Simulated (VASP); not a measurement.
Set up this calculation in VASP 6.6.1, as the native input.

| Quantity | Value |
| --- | --- |
| Task | single point |
| Functional | PBE |
| Potentials or basis | VASP PAW PBE potentials, release 64 (Te) |
| Cutoff | 500 eV |
| k mesh | 8 × 8 × 8 |
| Occupations | fermi-dirac, width 0.1 eV |
| Spin | no spin polarisation |
| Dipole correction | no |
| Further INCAR settings | ALGO = Normal; EDIFF = 1e-06; NBANDS = 13 |

The structure of Te lies in POSCAR:

```
Te
1.0
    0.0000000000      3.5934270158      3.5934270158
    3.5934270158      0.0000000000      3.5934270158
    3.5934270158      3.5934270158      0.0000000000
Te
2
Direct
    0.1250000000      0.1250000000      0.1250000000
    0.8750000000      0.8750000000      0.8750000000
```

This isn't the form of Te at room conditions, which is trigonal, of chains.

The input as run:

INCAR

```
SYSTEM = Te
  PREC = Accurate
  ENCUT = 500
  EDIFF = 1E-6
  ISMEAR = -1
  SIGMA = 0.1
  LREAL = .FALSE.
  LASPH = .TRUE.
  NELM = 120
  ALGO = Normal
  ISIF = 2
  LWAVE = .FALSE.
  LCHARG = .FALSE.
  GGA = PE
  NBANDS = 13
  GGA_COMPAT = .FALSE.
```

KPOINTS

```
Automatic mesh
0
G
  8 8 8
  0 0 0
```

Potentials or basis: VASP PAW PBE potentials, release 64 (Te).

The run is started by

```bash
$ cat potpaw_PBE.64/Te/POTCAR > POTCAR
$ mpirun -np 1 vasp_std > vasp.out
```

Results of the run:

```
Pressure               : 0.0 GPa
Band gap on the k mesh : zero (bands 6 and 7 overlap by 0.92 eV)
```

Caveat: spin-orbit coupling is left out, which moves the levels of the heavy elements.

It took 48 s on 1 thread of Intel Xeon 8259CL, with other jobs on the host, peak memory 0.24 GiB.
